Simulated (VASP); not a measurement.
# Mo3C2 (P-3m1) in VASP: a series of runs, part 2 of 2

VASP 6.6.1.

## 5. Single point, LDA

This run uses another cell than the first one, of 12.28 Å³/atom, 1.095 times its volume.

File INCAR:

```
SYSTEM = Mo3C2
PREC = Accurate
ENCUT = 520
EDIFF = 1E-6
ISMEAR = -1
SIGMA = 0.15
LREAL = .FALSE.
LASPH = .TRUE.
NELM = 60
ALGO = Normal
ISIF = 2
LWAVE = .FALSE.
LCHARG = .TRUE.
LELF = .TRUE.
LVHAR = .TRUE.
NBANDS = 33
```

File KPOINTS:

```
Automatic mesh
0
G
  9 9 3
  0 0 0
```

File POSCAR:

```
Mo3C2
1.0
    3.0841676596      0.0000000000      0.0000000000
   -1.5420843364      2.6709678205      0.0000000000
    0.0000000000      0.0000000000      7.4547661037
Mo C
3 2
Direct
    0.3333333333      0.6666666667      0.1614570000
    0.6666666667      0.3333333333      0.8385430000
    0.0000000000      0.0000000000      0.5000000000
    0.3333333333      0.6666666667      0.6808350000
    0.6666666667      0.3333333333      0.3191650000
```

Potentials or basis: VASP PAW LDA potentials, release 64 (Mo_sv, C).

Launch:

```bash
cat potpaw_LDA.64/Mo_sv/POTCAR potpaw_LDA.64/C/POTCAR > POTCAR
mpirun -np 1 vasp_std > vasp.out
```

OUTCAR:

```text
SYSTEM = Mo3C2
   PREC = Accurate
   ENCUT = 520
   EDIFF = 1E-6
   ISMEAR = -1
   LREAL = .FALSE.
   LASPH = .TRUE.
   NELM = 60
   ISIF = 2

 ion  position               nearest neighbor table
   1  0.333  0.667  0.161-   5 2.13   5 2.13   5 2.13   2 2.99   2 2.99   2 2.99   3 3.09   3 3.09
                             3 3.09
   2  0.667  0.333  0.839-   4 2.13   4 2.13   4 2.13   1 2.99   1 2.99   1 2.99   3 3.09   3 3.09
                             3 3.09
   3  0.000  0.000  0.500-   5 2.23   4 2.23   5 2.23   4 2.23   4 2.23   5 2.23   1 3.09   2 3.09
                             2 3.09   1 3.09   1 3.09   2 3.09
   4  0.333  0.667  0.681-   2 2.13   2 2.13   2 2.13   3 2.23   3 2.23   3 2.23
   5  0.667  0.333  0.319-   1 2.13   1 2.13   1 2.13   3 2.23   3 2.23   3 2.23

  LATTYP: Found a hexagonal cell.
 ALAT       =     3.0841676596
 C/A-ratio  =     2.4171079288

  Lattice vectors:

 A1 = (   3.0841676596,   0.0000000000,   0.0000000000)
 A2 = (  -1.5420843364,   2.6709678205,   0.0000000000)
 A3 = (   0.0000000000,   0.0000000000,   7.4547661037)

Analysis of symmetry for initial positions (statically):
=====================================================================
 Subroutine PRICEL returns:
[... 174 lines left out ...]

  energy without entropy =      -56.44476569  energy(sigma->0) =      -56.56393079

 E-fermi :  11.4713     XC(G=0): -13.2913

 val. band max:       11.4687101513   @ k =   0.1111   0.1111   0.3333
 cond. band min:      11.5140240511   @ k =   0.1111  -0.0000   0.0000
 fundamental gap:      0.0453138998
 Fermi energy:        11.4713370618

 k-point     1 :       0.0000    0.0000    0.0000
  band No.  band energies     occupation
      1     -50.3321      2.00000
      2     -49.4721      2.00000
      3     -49.4178      2.00000
      4     -24.7370      2.00000
      5     -24.3667      2.00000
      6     -24.3667      2.00000
[... 853 lines left out ...]
     32      14.9158      0.00000
     33      15.3989      0.00000

 [... further k-points ...]
[... 5 lines left out ...]
  --------------------------------------------------------------------------------------
  -------------------------------------------------------------------------------------
  Total       -9.3786955     -9.3786974     -9.6208382      0.0000018      0.0000000     -0.0000000
  in kB     -244.6878244   -244.6878753   -251.0052685      0.0000464      0.0000000     -0.0000000
  external PRESSURE =    -246.7936561 kB  Pullay stress =       0.0000000 kB

 VOLUME and BASIS-vectors are now :
 -----------------------------------------------------------------------------
  energy-cutoff  :      520.00
  volume of cell :       61.41
      direct lattice vectors                 reciprocal lattice vectors
     3.084167660  0.000000000  0.000000000     0.324236588  0.187198124  0.000000000
    -1.542084336  2.670967821  0.000000000     0.000000000  0.374396124  0.000000000
     0.000000000  0.000000000  7.454766104     0.000000000  0.000000000  0.134142371

 POSITION                                       TOTAL-FORCE (eV/Angst)
 -----------------------------------------------------------------------------------
     -0.00000      1.78065      1.20362         0.000000      0.000000      0.730759
      1.54208      0.89032      6.25114        -0.000000     -0.000000     -0.730759
      0.00000      0.00000      3.72738        -0.000000     -0.000000     -0.000000
     -0.00000      1.78065      5.07547        -0.000000      0.000000      0.161873
      1.54208      0.89032      2.37930         0.000000     -0.000000     -0.161873
 -----------------------------------------------------------------------------------
    total drift:                               -0.000000      0.000000      0.000000

  FREE ENERGIE OF THE ION-ELECTRON SYSTEM (eV)
  ---------------------------------------------------
  free  energy   TOTEN  =       -56.6830958834 eV

  energy  without entropy=      -56.4447656871  energy(sigma->0) =      -56.56393079
```

stdout:

```text
POSCAR found type information on POSCAR MoC
 POSCAR found :  2 types and       5 ions
 scaLAPACK will be used
 LDA part: xc-table for (Slater(with rela. corr.)+CA(PZ))
 , standard interpolation
 POSCAR, INCAR and KPOINTS ok, starting setup
 FFT: planning ... GRIDC
 FFT: planning ... GRID_SOFT
 FFT: planning ... GRID
 WAVECAR not read
 entering main loop
```

Run time: 51 s. Hardware: 1 thread of Intel Xeon Platinum 8259CL at 2.50GHz (Skylake/Cascade Lake), shared host; peak memory 0.18 GiB.

What came out:

```yaml
Free_energy: -56.6831 eV
Pressure: -24.7 GPa
Largest_force: 0.731 eV/Å
Band_gap_on_the_k_mesh: zero (band 25 reaches 12.31 eV, above the bottom of band 26 at 10.70 eV)
```

Forces on the atoms (eV/Å):
```
Mo   0.000  0.000  0.731
Mo   0.000  0.000 -0.731
Mo   0.000  0.000  0.000
C    0.000  0.000  0.162
C    0.000  0.000 -0.162
```

## 6. Single point, LDA

This run uses another cell than the first one, of 12.64 Å³/atom, 1.126 times its volume.

File INCAR:

```
SYSTEM = Mo3C2
PREC = Accurate
ENCUT = 520
EDIFF = 1E-6
ISMEAR = -1
SIGMA = 0.15
LREAL = .FALSE.
LASPH = .TRUE.
NELM = 100
ALGO = Normal
ISIF = 2
LWAVE = .FALSE.
LCHARG = .FALSE.
NBANDS = 33
```

File KPOINTS:

```
regular mesh
0
G
  9 9 3
  0 0 0
```

POSCAR: that of step 5 with these lines changed.

```diff
@@ -2,5 +2,5 @@
 1.0
-    3.0841676596      0.0000000000      0.0000000000
-   -1.5420843364      2.6709678205      0.0000000000
-    0.0000000000      0.0000000000      7.4547661037
+    3.1135424529      0.0000000000      0.0000000000
+   -1.5567717378      2.6964071403      0.0000000000
+    0.0000000000      0.0000000000      7.5257681494
 Mo C
```

Potentials or basis: VASP PAW LDA potentials, release 64 (Mo_sv, C).

Launch:

```bash
cat potpaw_LDA.64/Mo_sv/POTCAR potpaw_LDA.64/C/POTCAR > POTCAR
mpirun -np 1 vasp_std > vasp.out
```

OUTCAR:

```text
SYSTEM = Mo3C2
   PREC = Accurate
   ENCUT = 520
   EDIFF = 1E-6
   ISMEAR = -1
   LREAL = .FALSE.
   LASPH = .TRUE.
   NELM = 100
   ISIF = 2

 ion  position               nearest neighbor table
   1  0.333  0.667  0.161-   5 2.15   5 2.15   5 2.15   2 3.02   2 3.02   2 3.02   3 3.12   3 3.12
                             3 3.12
   2  0.667  0.333  0.839-   4 2.15   4 2.15   4 2.15   1 3.02   1 3.02   1 3.02   3 3.12   3 3.12
                             3 3.12
   3  0.000  0.000  0.500-   5 2.25   4 2.25   5 2.25   4 2.25   4 2.25   5 2.25   1 3.12   2 3.12
                             2 3.12   1 3.12   1 3.12   2 3.12
   4  0.333  0.667  0.681-   2 2.15   2 2.15   2 2.15   3 2.25   3 2.25   3 2.25
   5  0.667  0.333  0.319-   1 2.15   1 2.15   1 2.15   3 2.25   3 2.25   3 2.25

  LATTYP: Found a hexagonal cell.
 ALAT       =     3.1135424529
 C/A-ratio  =     2.4171079287

  Lattice vectors:

 A1 = (   3.1135424529,   0.0000000000,   0.0000000000)
 A2 = (  -1.5567717378,   2.6964071403,   0.0000000000)
 A3 = (   0.0000000000,   0.0000000000,   7.5257681494)

Analysis of symmetry for initial positions (statically):
=====================================================================
 Subroutine PRICEL returns:
[... 174 lines left out ...]

  energy without entropy =      -56.12755658  energy(sigma->0) =      -56.25203607

 E-fermi :  11.0376     XC(G=0): -13.1388

 val. band max:       11.0361716053   @ k =   0.2222   0.1111   0.3333
 cond. band min:      11.0810013484   @ k =   0.1111   0.0000   0.0000
 fundamental gap:      0.0448297431
 Fermi energy:        11.0376157542

 k-point     1 :       0.0000    0.0000    0.0000
  band No.  band energies     occupation
      1     -50.7536      2.00000
      2     -49.9208      2.00000
      3     -49.8727      2.00000
      4     -25.1296      2.00000
      5     -24.7980      2.00000
      6     -24.7980      2.00000
[... 853 lines left out ...]
     32      14.3519      0.00000
     33      14.8175      0.00000

 [... further k-points ...]
[... 5 lines left out ...]
  --------------------------------------------------------------------------------------
  -------------------------------------------------------------------------------------
  Total      -12.0563002    -12.0563027    -12.3353766      0.0000023     -0.0000000      0.0000000
  in kB     -305.7268217   -305.7268853   -312.8037150      0.0000580     -0.0000000      0.0000000
  external PRESSURE =    -308.0858073 kB  Pullay stress =       0.0000000 kB

 VOLUME and BASIS-vectors are now :
 -----------------------------------------------------------------------------
  energy-cutoff  :      520.00
  volume of cell :       63.18
      direct lattice vectors                 reciprocal lattice vectors
     3.113542453  0.000000000  0.000000000     0.321177570  0.185431998  0.000000000
    -1.556771738  2.696407140  0.000000000     0.000000000  0.370863875  0.000000000
     0.000000000  0.000000000  7.525768149     0.000000000  0.000000000  0.132876801

 POSITION                                       TOTAL-FORCE (eV/Angst)
 -----------------------------------------------------------------------------------
     -0.00000      1.79760      1.21509         0.000000     -0.000000      0.967762
      1.55677      0.89880      6.31068        -0.000000      0.000000     -0.967762
      0.00000      0.00000      3.76288         0.000000      0.000000      0.000000
     -0.00000      1.79760      5.12381        -0.000000      0.000000      0.219475
      1.55677      0.89880      2.40196         0.000000     -0.000000     -0.219475
 -----------------------------------------------------------------------------------
    total drift:                               -0.000000      0.000000      0.000000

  FREE ENERGIE OF THE ION-ELECTRON SYSTEM (eV)
  ---------------------------------------------------
  free  energy   TOTEN  =       -56.3765155611 eV

  energy  without entropy=      -56.1275565830  energy(sigma->0) =      -56.25203607
```

stdout:

```text
POSCAR found type information on POSCAR MoC
 POSCAR found :  2 types and       5 ions
 scaLAPACK will be used
 LDA part: xc-table for (Slater(with rela. corr.)+CA(PZ))
 , standard interpolation
 POSCAR, INCAR and KPOINTS ok, starting setup
 FFT: planning ... GRIDC
 FFT: planning ... GRID_SOFT
 FFT: planning ... GRID
 WAVECAR not read
 entering main loop
```

Run time: 58 s. Hardware: 1 thread of Intel Xeon Platinum 8259CL at 2.50GHz (Skylake/Cascade Lake), shared host; peak memory 0.18 GiB.

What came out:

| Property | Result |
| --- | --- |
| Free energy | -56.3765 eV |
| Pressure | -30.8 GPa |
| Largest force | 0.968 eV/Å |
| Band gap on the k mesh | zero (band 25 reaches 11.84 eV, above the bottom of band 26 at 10.31 eV) |

Forces on the atoms (eV/Å):
```
Mo   0.000  0.000  0.968
Mo   0.000  0.000 -0.968
Mo   0.000  0.000  0.000
C    0.000  0.000  0.219
C    0.000  0.000 -0.219
```

Stress tensor (GPa, compression positive):
```
-30.57   0.00   0.00
  0.00 -30.57   0.00
  0.00   0.00 -31.28
```

## 7. The runs side by side

| cell | gap on the mesh (eV) | pressure (GPa) | largest force (eV/Å) |
| --- | --- | --- | --- |
| a = 2.993, b = 2.993, c = 7.233 Å, angles 90.0, 90.0, 120.0°, 5 atoms | none | 1.4 | 0.16 |
| a = 3.024, b = 3.024, c = 7.309 Å, angles 90.0, 90.0, 120.0°, 5 atoms | none | -8.8 | 0.17 |
| a = 3.054, b = 3.054, c = 7.382 Å, angles 90.0, 90.0, 120.0°, 5 atoms | none | -17.4 | 0.47 |
| a = 3.084, b = 3.084, c = 7.455 Å, angles 90.0, 90.0, 120.0°, 5 atoms | none | -24.7 | 0.73 |
| a = 3.114, b = 3.114, c = 7.526 Å, angles 90.0, 90.0, 120.0°, 5 atoms | none | -30.8 | 0.97 |

Alike in all rows: task single point; level LDA; potentials or basis VASP PAW LDA potentials, release 64 (Mo_sv, C); no spin polarisation; k mesh 9 × 9 × 3; cutoff (eV) 520; smearing fermi-dirac 0.15 eV.

Absolute energies hang on the potentials; compare differences alone.
